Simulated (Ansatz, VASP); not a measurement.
**Ga in VASP and in Ansatz**

```xyz
1
Lattice="-1.4419 1.4419 2.2733 1.4419 -1.4419 2.2733 1.4419 1.4419 -2.2733" Properties=species:S:1:pos:R:3 pbc="T T T"
Ga    0.0000    0.0000    2.2733
```

Alike in both runs: functional PBE; k mesh 28 × 28 × 28; occupations gaussian, width 0.1 eV; no spin polarisation.

Ansatz relaxed the structure, and its values are those at the end. VASP's run is a single point on that final structure, the one shown.

```csv
,VASP,Ansatz
version,VASP 6.6.1,Ansatz 0.2.0
potentials or method,"VASP PAW PBE potentials, release 64 (Ga_d), cutoff 520 eV","scalar-relativistic, plane waves, PAW"
valence electrons in the cell,13,13
```

Ansatz gave:

* gap on the k mesh at the Fermi level (eV): none
* pressure (GPa): 0.0

Problem. What did VASP give for the same quantities?

Solution. gap on the k mesh at the Fermi level (eV): none; pressure (GPa): 0.1.

A gap of «none» marks a metal or a gap that the smearing closes.
